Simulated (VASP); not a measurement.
A run of VASP 6.6.1 is set up as follows.

File INCAR:

```
SYSTEM = Ag
ALGO = Normal
EDIFF = 1E-6
EDIFFG = -0.01
ENCUT = 600
GGA = PE
IBRION = 2
ISIF = 3
ISMEAR = -1
LASPH = .TRUE.
LCHARG = .FALSE.
LREAL = .FALSE.
LWAVE = .FALSE.
NELM = 100
NSW = 60
PREC = Accurate
PSTRESS = 100.0
SIGMA = 0.05
```

The input KPOINTS:

```
k-points
0
G
  11 11 11
  0 0 0
```

File POSCAR:

```
Ag
1.0
    0.0000000000      2.0427500000      2.0427500000
    2.0427500000      0.0000000000      2.0427500000
    2.0427500000      2.0427500000      0.0000000000
Ag
1
Direct
    0.0000000000      0.0000000000      0.0000000000
```

Potentials or basis: VASP PAW PBE potentials, release 64 (Ag).

Launch:

```sh
$ cat potpaw_PBE.64/Ag/POTCAR > POTCAR
$ mpirun -np 1 vasp_std > vasp.out
```

What does it give for the space group after relaxing (to 0.05 Å)?

Fm-3m (No. 225).

What does it give for the relaxed cell?

a = 2.847 Å, b = 2.847 Å, c = 2.847 Å, α = 60.00°, β = 60.00°, γ = 60.00°.

Estimate the relaxed volume.

16.32 Å³/atom.

The path:
```csv
step,energy change (eV),largest force (eV/Å),pressure (GPa),volume (Å³)
1,0.0000,0.0000,4.23,17.05
2,0.0945,0.0000,17.67,15.58
3,0.0317,0.0000,9.95,16.32
```

Caveat: the cell is relaxed towards a set pressure, so the enthalpy falls and the energy may rise.
